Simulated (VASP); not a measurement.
Rb2PtAuC6N6: relaxation of cell and atoms with PBE

Rb2PtAuC6N6:

```xyz
16
Lattice="0.0000 5.0945 5.0945 5.0945 0.0000 5.0945 5.0945 5.0945 0.0000" Properties=species:S:1:pos:R:3 pbc="T T T"
Rb    2.5473    2.5473    2.5473
Rb    7.6418    7.6418    7.6418
Pt    0.0000    0.0000    0.0000
C     1.9170    5.0945    5.0945
C     5.0945    1.9170    5.0945
C     5.0945    5.0945    1.9170
C     8.2720    5.0945    5.0945
C     5.0945    8.2720    5.0945
C     5.0945    5.0945    8.2720
Au    5.0945    5.0945    5.0945
N     3.0870    5.0945    5.0945
N     5.0945    3.0870    5.0945
N     5.0945    5.0945    3.0870
N     7.1020    5.0945    5.0945
N     5.0945    7.1020    5.0945
N     5.0945    5.0945    7.1020
```

```yaml
Program: VASP 6.6.1
Task: relaxation of cell and atoms
Functional: PBE
Potentials_or_basis: VASP PAW PBE potentials, release 64 (Rb_sv, Pt, C, Au, N)
Cutoff: 600 eV
k_mesh: 4 × 4 × 4
Occupations: gaussian, width 0.1 eV
Spin: no spin polarisation
Dipole_correction: no
Further_INCAR_settings: LREAL = Auto; ALGO = Normal; EDIFF = 1e-06; IBRION = 2; EDIFFG = -0.04; NSW = 90; ISIF = 3
```

The relaxed volume is 23.65 Å³/atom. The relaxed cell is a = 8.119 Å, b = 8.119 Å, c = 8.119 Å, α = 60.00°, β = 60.00°, γ = 60.00°. The space group after relaxing (to 0.1 Å) is Fm-3m (No. 225) and the energy gained by relaxing is 466.8 meV/atom. The ionic steps are 15. The pressure after relaxing is 0.2 GPa and the largest force after relaxing is 0.014 eV/Å. The band gap on the k mesh is zero (an odd number of electrons rules out a gap without spin polarisation).

Forces on the atoms (eV/Å):
```
Rb   0.000  0.000  0.000
Rb   0.000  0.000  0.000
Pt   0.000  0.000  0.000
C   -0.003  0.000  0.000
C    0.000 -0.003  0.000
C    0.000  0.000 -0.003
C    0.003  0.000  0.000
C    0.000  0.003  0.000
C    0.000  0.000  0.003
Au   0.000  0.000  0.000
N   -0.014  0.000  0.000
N    0.000 -0.014  0.000
N    0.000  0.000 -0.014
N    0.014  0.000  0.000
N    0.000  0.014  0.000
N    0.000  0.000  0.014
```

The path:
```
step  energy change (eV)  largest force (eV/Å)  pressure (GPa)  volume (Å³)
   1              0.0000                2.9475           25.87       264.44
   2             -5.2483               10.3426            6.54       380.29
   3             -6.0251                6.8600            8.99       342.17
   4             -2.9355                8.9920          -11.34       414.95
   5             -7.1651                1.3670           -0.42       363.87
   6             -7.1724                1.0027            0.09       362.37
   7             -7.1727                0.9005            0.23       361.96
   8             -7.2256                0.7593           -0.08       365.85
   9             -7.3118                0.4697           -0.86       377.71
  10             -7.3186                0.5706           -1.08       381.69
  11             -7.3829                0.4959           -1.10       381.09
  12             -7.4347                0.9913           -1.05       379.96
  13             -7.4566                0.5972           -0.55       379.32
  14             -7.4683                0.0491            0.13       378.44
  15             -7.4683                0.0143            0.17       378.39
```

Final structure:
```
CELL_PARAMETERS angstrom
0.00000 5.74075 5.74075
5.74075 0.00000 5.74075
5.74075 5.74075 0.00000
ATOMIC_POSITIONS crystal
Rb 0.25000 0.25000 0.25000
Rb 0.75000 0.75000 0.75000
Pt 0.00000 0.00000 0.00000
C 0.81774 0.18226 0.18226
C 0.18226 0.81774 0.18226
C 0.18226 0.18226 0.81774
C 0.18226 0.81774 0.81774
C 0.81774 0.18226 0.81774
C 0.81774 0.81774 0.18226
Au 0.50000 0.50000 0.50000
N 0.71534 0.28466 0.28466
N 0.28466 0.71534 0.28466
N 0.28466 0.28466 0.71534
N 0.28466 0.71534 0.71534
N 0.71534 0.28466 0.71534
N 0.71534 0.71534 0.28466
```

Levels at points of the mesh, in eV from the Fermi level:
| k point | band 44 | band 45 | band 46 | band 47 | band 48 | band 49 |
| --- | --- | --- | --- | --- | --- | --- |
| (0.00, 0.00, 0.00) | -3.48 | -2.22 | -2.22 | 0.14 | 0.26 | 0.26 |
| (0.50, 0.00, 0.00) | -3.55 | -2.00 | -2.00 | 0.11 | 0.11 | 1.09 |
| (0.50, 0.50, 0.00) | -3.48 | -2.22 | -2.09 | -0.21 | 0.36 | 1.17 |

Run time: 27 min on 1 thread of Intel(R) Xeon(R) 6975P-C (Granite Rapids), on a shared host, peak memory 0.61 GiB.

Caveat: the volume moved by over 15 % at a fixed basis, so the end points are rough; spin-orbit coupling is left out, which moves the levels of the heavy elements.
